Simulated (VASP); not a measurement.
Write the native input for VASP 6.6.1 that does the following.

| Quantity | Value |
| --- | --- |
| Task | single point |
| Functional | PBEsol |
| Potentials or basis | VASP PAW PBE potentials, release 64 (Ge_d, Sn_d) |
| Cutoff | 520 eV |
| k mesh | 6 × 6 × 6 |
| Occupations | gaussian, width 0.1 eV |
| Spin | no spin polarisation |
| Dipole correction | no |
| Further INCAR settings | LREAL = Auto; ALGO = Normal; EDIFF = 1e-06; NBANDS = 126 |

The structure of SnGe7 lies in POSCAR:

```
SnGe7
1.0
   -0.0055255554      5.7897848215      5.8004018839
    5.7897848215     -0.0055255554      5.8004018839
    5.7842592662      5.7842592662      0.0000000000
Ge Sn
14 2
Direct
    0.0006947852      0.0006947852     -0.0006947852
    0.0006947852      0.0006947852      0.4993052148
    0.0131079946      0.4953380355     -0.0042230150
    0.0131079946      0.4953380355      0.4957769850
    0.4953380355      0.0131079946     -0.0042230150
    0.4953380355      0.0131079946      0.4957769850
    0.4901197723      0.4901197723      0.0098802277
    0.4901197723      0.4901197723      0.5098802277
    0.1257798533      0.1257798533      0.1242201467
    0.1257798533      0.1257798533      0.6242201467
    0.1249887366      0.6248972432      0.1250570101
    0.1249887366      0.6248972432      0.6250570101
    0.6248972432      0.1249887366      0.1250570101
    0.6248972432      0.1249887366      0.6250570101
    0.6250735793      0.6250735793      0.1249264207
    0.6250735793      0.6250735793      0.6249264207
```

One way to write it, as run:

INCAR

```
SYSTEM = SnGe7
ALGO = Normal
EDIFF = 1E-6
ENCUT = 520
GGA = PS
ISIF = 2
ISMEAR = 0
LASPH = .True.
LCHARG = .False.
LREAL = Auto
LUSENCCL = .False.
LWAVE = .False.
NBANDS = 126
NELM = 60
PREC = Accurate
SIGMA = 0.1
```

KPOINTS

```
k-points
0
Gamma
  6 6 6
  0 0 0
```

Potentials or basis: VASP PAW PBE potentials, release 64 (Ge_d, Sn_d).

Run with:

```console
$ cat potpaw_PBE.64/Ge_d/POTCAR potpaw_PBE.64/Sn_d/POTCAR > POTCAR
$ mpirun -np 1 vasp_std > vasp.out
```

It gave:

| Quantity | Value |
| --- | --- |
| Pressure | -0.1 GPa |
| Largest force | 0.006 eV/Å |

Caveat: the PAW data sets were made with another functional, which shifts forces and pressure a little.

It took 14 min on 1 × NVIDIA H100 80GB with 1 thread of Intel(R) Xeon(R) Platinum 8481C CPU @ 2.70GHz (Sapphire Rapids) (shared host), peak memory 2.3 GiB.
